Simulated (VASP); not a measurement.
Wanted: the native input for a VASP 6.6.1 run.

| Property | Result |
| --- | --- |
| Task | single point |
| Functional | revPBE |
| Potentials or basis | VASP PAW PBE potentials, release 64 (Bi_d) |
| Cutoff | 520 eV |
| k mesh | 7 × 7 × 11 |
| Occupations | fermi-dirac, width 0.1 eV |
| Spin | no spin polarisation |
| Dipole correction | no |
| Further INCAR settings | ALGO = Normal; EDIFF = 1e-06; NBANDS = 30 |

The structure of Bi lies in POSCAR:

```
Bi
1.0
    5.6963230038      0.0000000000      0.0000000000
   -2.8481615019      4.9331604295      0.0000000000
    0.0000000000      0.0000000000      3.3497454286
Bi
3
Direct
    0.0000000000      0.0000000000      0.0000000000
    0.3333333333      0.6666666667      0.5000000000
    0.6666666667      0.3333333333      0.5000000000
```

This isn't the form of Bi at room conditions, which is rhombohedral.

The input as run:

INCAR

```
PREC = Accurate ; ENCUT = 520
EDIFF = 1E-6 ; ISMEAR = -1
SIGMA = 0.1 ; LREAL = F
LASPH = T ; NELM = 80
ALGO = Normal ; ISIF = 2
LWAVE = F ; LCHARG = F
GGA = RE ; NBANDS = 30
```

KPOINTS

```
Automatic mesh
0
Gamma
  7 7 11
```

Potentials or basis: VASP PAW PBE potentials, release 64 (Bi_d).

Run with:

```bash
$ cat potpaw_PBE.64/Bi_d/POTCAR > POTCAR
$ mpirun -np 1 vasp_std > vasp.out
```

It gave:

* Pressure: 2.2 GPa
* Band gap on the k mesh: zero (an odd number of electrons rules out a gap without spin polarisation)

Caveat: the PAW data sets were made with another functional, which shifts forces and pressure a little; spin-orbit coupling is left out, which moves the levels of the heavy elements.

Wall time 98 s on 1 thread of Intel(R) Xeon(R) Platinum 8259CL CPU @ 2.50GHz (Skylake/Cascade Lake) (shared host), peak memory 0.26 GiB.
